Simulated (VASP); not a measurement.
Wanted: the native input for a VASP 6.6.1 run.

| Item | Value |
| --- | --- |
| Task | single point |
| Functional | PBE |
| Potentials or basis | VASP PAW PBE potentials, release 64 (Mg, Li_sv) |
| Cutoff | 520 eV |
| k mesh | 4 × 3 × 4 |
| Occupations | fermi-dirac, width 0.05 eV |
| Spin | no spin polarisation |
| Dipole correction | no |
| Further INCAR settings | ALGO = Normal; EDIFF = 1e-06; NBANDS = 26 |

The structure of LiMg12 (a cell with a defect) lies in POSCAR:

```
LiMg12
1.0
    6.4200000000      0.0000000000      0.0000000000
   -4.8150000000      8.3398250000      0.0000000000
    0.0000000000      0.0000000000      5.2130400000
Mg Li
12 1
Direct
    0.0899795037      0.0375467111      0.0179377101
    0.1866467784      0.2449905124      0.5133866228
   -0.0327406369      0.3030164302      0.0036755904
    0.1906450345      0.5723310741      0.4079257017
    0.0013104055      0.6687058781     -0.0302696699
    0.1717521055      0.8928308448      0.5196535994
    0.5071731423     -0.0250158726      0.0726562620
    0.6584279899      0.2200169668      0.5193242331
    0.5283303113      0.3458090547      0.0160911867
    0.6950386366      0.5469173514      0.4958638338
    0.4116578968      0.6009947451     -0.1166367417
    0.7052310586      0.9234040283      0.6120405752
    0.7210842005      0.7801214054      1.2005965809
```

The input as run:

INCAR

```
SYSTEM = LiMg12
  PREC = Accurate
  ENCUT = 520
  EDIFF = 1E-6
  ISMEAR = -1
  SIGMA = 0.05
  LREAL = .FALSE.
  LASPH = .TRUE.
  NELM = 100
  ALGO = Normal
  ISIF = 2
  LWAVE = .FALSE.
  LCHARG = .TRUE.
  GGA = PE
  LELF = .TRUE.
  LVHAR = .TRUE.
  NBANDS = 26
```

KPOINTS

```
Automatic mesh
0
G
  4 3 4
  0 0 0
```

Potentials or basis: VASP PAW PBE potentials, release 64 (Mg, Li_sv).

Launch:

```sh
$ cat potpaw_PBE.64/Mg/POTCAR potpaw_PBE.64/Li_sv/POTCAR > POTCAR
$ mpirun -np 1 vasp_std > vasp.out
```

Results of the run:

| Property | Result |
| --- | --- |
| Largest force | 0.023 eV/Å |
| Band gap on the k mesh | zero (an odd number of electrons rules out a gap without spin polarisation) |

It took 3.3 min on 1 thread of Intel(R) Xeon(R) Platinum 8259CL CPU @ 2.50GHz (Skylake/Cascade Lake) (shared host), peak memory 0.43 GiB.
